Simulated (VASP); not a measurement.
# H7C16F in VASP: single point with LDA

Aim: the single point of H7C16F with LDA.

All numbers are computed with VASP 6.6.1; they aren't measurements. Logs are shortened: lines on timing, memory, paths and dates and some standing lists are left out, and cuts for length are marked.

## Step 1: The cell of the first run

The cell holds a slab with vacuum, 24 atoms: a = 5.049 Å, b = 5.049 Å, c = 15.776 Å, α = 90.00°, β = 90.00°, γ = 60.00°.

## Step 2: Single point, LDA

INCAR

```
PREC = Accurate ; ENCUT = 520
EDIFF = 1E-6 ; ISMEAR = 0
SIGMA = 0.02 ; LREAL = Auto
LASPH = True ; NELM = 100
ALGO = Normal ; ISIF = 2
LWAVE = False ; LCHARG = False
NBANDS = 57
```

KPOINTS

```
Automatic mesh
0
Gamma
  3 3 1
```

POSCAR

```
H7C16F
1.0
    5.0487420000      0.0000000000      0.0000000000
    2.5243710000      4.3723390000      0.0000000000
    0.0000000000      0.0000000000     15.7764260000
H C F
7 16 1
Direct
    0.1666666650      0.1666666700      0.0633857100
    0.6666666650      0.1666666700      0.0633857100
    0.1666666300      0.6666667000      0.0633857100
    0.6666666700      0.6666667000      0.0633857100
   -0.0048279238      0.5096558477      0.3645127462
    0.4950345597      0.5099308806      0.3655766118
   -0.2717093037      1.0434186074      0.3628920626
    0.1666666650      0.1666666700      0.1331100000
    0.6666666650      0.1666666700      0.1331100000
    0.1666666300      0.6666667000      0.1331100000
    0.6666666700      0.6666667000      0.1331100000
   -0.1666666950      0.3333333500      0.1657717100
    0.3333333450      0.3333333500      0.1657717100
   -0.1666666850      0.8333333700      0.1657717100
    0.3333333150      0.8333333700      0.1657717100
   -0.1722151926      0.3411842712      0.2650038106
    0.3310309214      0.3411842712      0.2650038106
   -0.1666682259      0.8333364517      0.2603874780
    0.3279510797      0.8440978406      0.2666228345
   -0.0130532777      0.0114135058      0.2917230771
    0.5016397720      0.0114135058      0.2917230771
   -0.0031821874      0.5063643749      0.2944111955
    0.4948560251      0.5102879497      0.2953735412
    0.2344531656      1.0310936688      0.4019028193
```

Potentials or basis: VASP PAW LDA potentials, release 64 (H, C, F).

Command:

```
cat potpaw_LDA.64/H/POTCAR potpaw_LDA.64/C/POTCAR potpaw_LDA.64/F/POTCAR > POTCAR
mpirun -np 1 vasp_std > vasp.out
```

OUTCAR:

```text
PREC = Accurate
   ENCUT = 520
   EDIFF = 1E-6
   ISMEAR = 0
   LREAL = Auto
   LASPH = True
   NELM = 100
   ISIF = 2

 ion  position               nearest neighbor table
   1  0.167  0.167  0.063-   8 1.10
   2  0.667  0.167  0.063-   9 1.10
   3  0.167  0.667  0.063-  10 1.10
   4  0.667  0.667  0.063-  11 1.10
   5  0.995  0.510  0.365-  22 1.11
   6  0.495  0.510  0.366-  23 1.11
   7  0.728  0.043  0.363-
   8  0.167  0.167  0.133-   1 1.10  15 1.55  13 1.55  12 1.55
   9  0.667  0.167  0.133-   2 1.10  14 1.55  12 1.55  13 1.55
  10  0.167  0.667  0.133-   3 1.10  14 1.55  15 1.55  13 1.55
  11  0.667  0.667  0.133-   4 1.10  14 1.55  15 1.55  12 1.55
  12  0.833  0.333  0.166-   9 1.55  11 1.55   8 1.55  16 1.57
  13  0.333  0.333  0.166-   9 1.55  10 1.55   8 1.55  17 1.57
  14  0.833  0.833  0.166-  18 1.49   9 1.55  11 1.55  10 1.55
  15  0.333  0.833  0.166-   8 1.55  10 1.55  11 1.55  19 1.59
  16  0.828  0.341  0.265-  20 1.50  23 1.53  22 1.53  12 1.57
  17  0.331  0.341  0.265-  21 1.50  23 1.53  22 1.53  13 1.57
  18  0.833  0.833  0.260-  14 1.49  22 1.53  21 1.53  20 1.53
  19  0.328  0.844  0.267-  23 1.53  20 1.54  21 1.54  15 1.59
  20  0.987  0.011  0.292-  16 1.50  18 1.53  19 1.54
  21  0.502  0.011  0.292-  17 1.50  18 1.53  19 1.54
  22  0.997  0.506  0.294-   5 1.11  18 1.53  17 1.53  16 1.53
  23  0.495  0.510  0.295-   6 1.11  19 1.53  17 1.53  16 1.53
  24  0.234  0.031  0.402-

  LATTYP: Found a hexagonal cell.
 ALAT       =     5.0487421480
 C/A-ratio  =     3.1248230822

  Lattice vectors:

 A1 = (  -2.5243710000,  -4.3723390000,   0.0000000000)
 A2 = (   5.0487420000,   0.0000000000,   0.0000000000)
 A3 = (   0.0000000000,   0.0000000000,  15.7764260000)

Analysis of symmetry for initial positions (statically):
=====================================================================
 Subroutine PRICEL returns:
 Original cell was already a primitive cell.

 Routine SETGRP: Setting up the symmetry group for a
 hexagonal supercell.

 Subroutine GETGRP returns: Found  2 space group operations
 (whereof  1 operations were pure point group operations)
 out of a pool of 24 trial point group operations.

The static configuration has the point symmetry C_1 .
 The point group associated with its full space group is C_1h.

Analysis of symmetry for dynamics (positions and initial velocities):
=====================================================================
 Subroutine PRICEL returns:
 Original cell was already a primitive cell.

 Routine SETGRP: Setting up the symmetry group for a
 hexagonal supercell.

 Subroutine GETGRP returns: Found  2 space group operations
 (whereof  1 operations were pure point group operations)
 out of a pool of 24 trial point group operations.

The dynamic configuration has the point symmetry C_1 .
 The point group associated with its full space group is C_1h.

 Subroutine INISYM returns: Found  2 space group operations
 (whereof  1 operations are pure point group operations),
 and found     1 'primitive' translations

----------------------------------------------------------------------------------------

                                     Primitive cell

  volume of cell :     348.2616

  direct lattice vectors                    reciprocal lattice vectors
     5.048742000  0.000000000  0.000000000     0.198069143 -0.114355268  0.000000000
     2.524371000  4.372339000  0.000000000     0.000000000  0.228710537  0.000000000
     0.000000000  0.000000000 15.776426000     0.000000000  0.000000000  0.063385712

  length of vectors
     5.048742000  5.048742148 15.776426000     0.228710544  0.228710537  0.063385712

  position of ions in fractional coordinates (direct lattice)
     0.166666665  0.166666670  0.063385710
     0.666666665  0.166666670  0.063385710
     0.166666630  0.666666700  0.063385710
     0.666666670  0.666666700  0.063385710
     0.995172076  0.509655848  0.364512746
     0.495034560  0.509930881  0.365576612
[... 16 lines left out ...]
     0.494856025  0.510287950  0.295373541
     0.234453166  0.031093669  0.401902819

  ion indices of the primitive-cell ions
   primitive index   ion index
                 1           1
                 2           2
                 3           3
                 4           4
                 5           5
                 6           6
[... 16 lines left out ...]
                23          23
                24          24

----------------------------------------------------------------------------------------

 KPOINTS: Automatic mesh

Automatic generation of k-mesh.
 Grid dimensions read from file:
 generate k-points for:    3    3    1

 Generating k-lattice:

  Cartesian coordinates                     Fractional coordinates (reciprocal lattice)
     0.066023048 -0.038118423  0.000000000     0.333333333 -0.000000000  0.000000000
     0.000000000  0.076236846  0.000000000     0.000000000  0.333333333  0.000000000
     0.000000000  0.000000000  0.063385712     0.000000000  0.000000000  1.000000000

  Length of vectors
     0.076236848  0.076236846  0.063385712

  Shift w.r.t. Gamma in fractional coordinates (k-lattice)
     0.000000000  0.000000000  0.000000000

 Subroutine IBZKPT returns following result:
 ===========================================

 Found      4 irreducible k-points:

 Following reciprocal coordinates:
            Coordinates               Weight
  0.000000  0.000000  0.000000      1.000000
  0.333333  0.000000  0.000000      4.000000
  0.000000  0.333333  0.000000      2.000000
 -0.333333  0.333333  0.000000      2.000000
   k-points           NKPTS =      4   k-points in BZ     NKDIM =      4   number of bands    NBANDS=     57
   number of dos      NEDOS =    301   number of ions     NIONS =     24
   total plane-waves  NPLWV = 192000
   dimension x,y,z NGX =    40 NGY =   40 NGZ =  120
   dimension x,y,z NGXF=    80 NGYF=   80 NGZF=  240
   ions per type =               7  16   1
   NGX,Y,Z   is equivalent  to a cutoff of  13.17, 13.17, 12.65 a.u.
   NGXF,Y,Z  is equivalent  to a cutoff of  26.34, 26.34, 25.29 a.u.
 SYSTEM =  unknown system
   PREC   = accura    normal or accurate (medium, high low for compatibility)
   ISTART =      0    job   : 0-new  1-cont  2-samecut
   ICHARG =      2    charge: 1-file 2-atom 10-const
   ISPIN  =      1    spin polarized calculation?
   LNONCOLLINEAR =      F non collinear calculations
   LSORBIT =      F    spin-orbit coupling
   LASPH  =      T    aspherical Exc in radial PAW
   ENCUT  =  520.0 eV  38.22 Ry    6.18 a.u.   9.39  9.39 29.33*2*pi/ulx,y,z
   NELM   =    100;   NELMIN=  2; NELMDL= -5     # of ELM steps
   EDIFF  = 0.1E-05   stopping-criterion for ELM
   LREAL  =      T    real-space projection
   EDIFFG = 0.1E-04   stopping-criterion for IOM
   NSW    =      0    number of steps for IOM
   IBRION =     -1    ionic relax: 0-MD 1-quasi-New 2-CG
   NFREE  =      0    steps in history (QN), initial steepest desc. (CG)
   ISIF   =      2    stress and relaxation
   ISYM   =      2    0-nonsym 1-usesym 2-fastsym
   POTIM  = 0.5000    time-step for ionic-motion
   TEBEG  =    0.0;   TEEND  =   0.0 temperature during run
   PSTRESS=    0.0 pullay stress
   NELECT =      78.0000    total number of electrons
   NUPDOWN=      -1.0000    fix difference up-down
   EMIN   =  10.00;   EMAX   =-10.00  energy-range for DOS
   EFERMI =   0.00;   METHOD = LEGACY
   ISMEAR =     0;   SIGMA  =   0.02  broadening in eV -4-tet -1-fermi 0-gaus
   EFERMI_NEDOS =   21; number of points for ismear=-14 and -15
   IALGO  =     38    algorithm
   IMIX   =      4    mixing-type and parameters
     AMIX     =   0.40;   BMIX     =  1.00
     AMIX_MAG =   1.60;   BMIX_MAG =  1.00
  volume/ion in A,a.u.               =      14.51        97.92
  Fermi-wavevector in a.u.,A,eV,Ry     =   0.994194  1.878754 13.448295  0.988422
  Thomas-Fermi vector in A             =   2.126128
   LORBIT       =      0    0 simple, 1 ext, 2 COOP (PROOUT), +10 PAW based schemes
   GGA     = CA    functional components
   LHFCALC =     F    Hartree Fock is set to
   AEXX    =    0.0000 exact exchange contribution
   IVDW    =     0    specifies the selected vdW correction
   LEPSILON=     F    determine dielectric tensor
   LRPA    =     F    only Hartree local field effects (RPA)
 non-spin polarized calculation
 Gauss-broadening in eV      SIGMA  =   0.02
  energy-cutoff  :      520.00
  volume of cell :      348.26
 maximum number of plane-waves:      9407
 NGX is ok and might be reduce to    40
   NGX = 19   NGY = 19   NGZ = 59

 number of electron      78.0000004 magnetization

 Free energy of the ion-electron system (eV)
  ---------------------------------------------------
  ext. energy  EPLUGINS =         0.00000000
  ---------------------------------------------------
  free energy    TOTEN  =      -186.36008661 eV

  energy without entropy =     -186.36008661  energy(sigma->0) =     -186.36008661

 E-fermi :  -1.4418     XC(G=0):  -5.5317

 val. band max:       -1.5543883600   @ k =   0.0000   0.0000   0.0000
 cond. band min:      -0.5612468336   @ k =   0.0000   0.0000   0.0000
 fundamental gap:      0.9931415264
 Fermi energy:        -1.4418412022

 k-point     1 :       0.0000    0.0000    0.0000
  band No.  band energies     occupation
      1     -21.7394      2.00000
      2     -21.0112      2.00000
      3     -18.2446      2.00000
      4     -16.0266      2.00000
      5     -15.8566      2.00000
      6     -15.7135      2.00000
[... 43 lines left out ...]
     50       5.7237      0.00000
     51       5.8051      0.00000

 k-point     2 :       0.3333    0.0000    0.0000
  band No.  band energies     occupation
      1     -21.6632      2.00000
      2     -20.4199      2.00000
      3     -18.4860      2.00000
      4     -17.6195      2.00000
      5     -16.6494      2.00000
      6     -16.5479      2.00000
[... 43 lines left out ...]
     50       6.5374      0.00000
     51       6.6559      0.00000

 k-point     3 :       0.0000    0.3333    0.0000
  band No.  band energies     occupation
      1     -21.6661      2.00000
      2     -20.4143      2.00000
      3     -18.4808      2.00000
      4     -17.6310      2.00000
      5     -16.6106      2.00000
      6     -16.6020      2.00000
[... 43 lines left out ...]
     50       6.7313      0.00000
     51       6.8694      0.00000

 k-point     4 :      -0.3333    0.3333    0.0000
  band No.  band energies     occupation
      1     -21.6405      2.00000
      2     -19.3091      2.00000
      3     -19.0613      2.00000
      4     -18.9986      2.00000
      5     -16.5044      2.00000
      6     -16.4054      2.00000
[... 43 lines left out ...]
     50       6.8133      0.00000
     51       6.9835      0.00000
 [bands above 51 left out]

------------------------ aborting loop because EDIFF is reached ----------------------------------------

  FORCE on cell =-STRESS in cart. coord.  units (eV):
  Direction    XX          YY          ZZ          XY          YZ          ZX
  --------------------------------------------------------------------------------------
  -------------------------------------------------------------------------------------
  Total      -15.2024338     -6.3454941     -0.9705796      0.0000000      0.0065646      0.0000000
  in kB      -69.9387834    -29.1924400     -4.4651507      0.0000000      0.0302003      0.0000000
  external PRESSURE =     -34.5321247 kB  Pullay stress =       0.0000000 kB

 VOLUME and BASIS-vectors are now :
 -----------------------------------------------------------------------------
  energy-cutoff  :      520.00
  volume of cell :      348.26
      direct lattice vectors                 reciprocal lattice vectors
     5.048742000  0.000000000  0.000000000     0.198069143 -0.114355268  0.000000000
     2.524371000  4.372339000  0.000000000     0.000000000  0.228710537  0.000000000
     0.000000000  0.000000000 15.776426000     0.000000000  0.000000000  0.063385712

 POSITION                                       TOTAL-FORCE (eV/Angst)
 -----------------------------------------------------------------------------------
      1.26219      0.72872      1.00000         0.000000      0.017454     -0.333068
      3.78656      0.72872      1.00000         0.000000      0.008963     -0.335946
      2.52437      2.91489      1.00000         0.069772     -0.019264     -0.362074
      5.04874      2.91489      1.00000        -0.069772     -0.019264     -0.362074
      6.31093      2.22839      5.75071         0.000000      0.011245      0.053598
      3.78656      2.22959      5.76749         0.000000      0.003176      0.049271
[... 16 lines left out ...]
      3.78656      2.23115      4.65994         0.000000      0.003050      0.008494
      1.26219      0.13595      6.34059         0.000000      0.001006      0.010348
 -----------------------------------------------------------------------------------
    total drift:                                0.000000      0.002018     -0.039938

  FREE ENERGIE OF THE ION-ELECTRON SYSTEM (eV)
  ---------------------------------------------------
  free  energy   TOTEN  =      -186.3600866141 eV

  energy  without entropy=     -186.3600866141  energy(sigma->0) =     -186.36008661
```

Run time: 5.4 min. Hardware: 1 thread of Intel Xeon 8259CL, shared host; peak memory 0.36 GiB.

Results:

| Item | Value |
| --- | --- |
| Free energy | -186.3601 eV |
| Largest force | 2.293 eV/Å |
| Band gap on the k mesh | 0.99 eV |

Forces in eV/Å, atoms in the order of the input:
```
H    0.000  0.017 -0.333
H    0.000  0.009 -0.336
H    0.070 -0.019 -0.362
H   -0.070 -0.019 -0.362
H    0.000  0.011  0.054
H    0.000  0.003  0.049
H    0.000  0.001  0.001
C    0.000  0.026  1.749
C    0.000  0.063  1.472
C    0.015 -0.021  1.621
C   -0.015 -0.021  1.621
C   -0.089 -0.037 -1.058
C    0.089 -0.037 -1.058
C    0.000 -0.389 -2.260
C    0.000  0.425 -0.937
C    0.000  0.004 -0.001
C    0.000  0.004 -0.001
C    0.000 -0.003  0.000
C    0.000  0.009  0.013
C   -0.007 -0.011  0.048
C    0.007 -0.011  0.048
C    0.000 -0.013  0.012
C    0.000  0.003  0.008
F    0.000  0.001  0.010
```

Caveat: the k points lie up to 0.48 Å⁻¹ apart; there is no dipole correction, which matters where the two faces differ.
